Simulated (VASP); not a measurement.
A run of VASP 6.6.1 is set up as follows.

The input INCAR:

```
SYSTEM = Ti3Ni
ALGO = Normal
EDIFF = 1E-6
ENCUT = 520
GGA = PS
ISIF = 2
ISMEAR = -1
ISPIN = 2
LASPH = .TRUE.
LCHARG = .FALSE.
LMAXMIX = 4
LORBIT = 11
LREAL = .FALSE.
LWAVE = .FALSE.
MAGMOM = 1 1 1 1
NBANDS = 35
NELM = 150
PREC = Accurate
SIGMA = 0.05
```

The input KPOINTS:

```
k-points
0
G
  7 7 7
  0 0 0
```

File POSCAR:

```
Ti3Ni
1.0
    3.9351750000      0.0000000000      0.0000000000
    0.0000000000      3.9351750000      0.0000000000
    0.0000000000      0.0000000000      3.9351750000
Ni Ti
1 3
Direct
    0.0000000000      0.0000000000      0.0000000000
    0.5000000000      0.5000000000      0.0000000000
    0.5000000000      0.0000000000      0.5000000000
    0.0000000000      0.5000000000      0.5000000000
```

Potentials or basis: VASP PAW PBE potentials, release 64 (Ni, Ti_sv).

Command:

```bash
$ cat potpaw_PBE.64/Ni/POTCAR potpaw_PBE.64/Ti_sv/POTCAR > POTCAR
$ mpirun -np 1 vasp_std > vasp.out
```

What does it give for the pressure?

-5.4 GPa.

What does it give for the net moment?

0.01 μB per cell.

Estimate the band gap on the k mesh.

zero (filled and empty bands overlap).

Caveat: the cell stands under tension; the PAW data sets were made with another functional, which shifts forces and pressure a little.
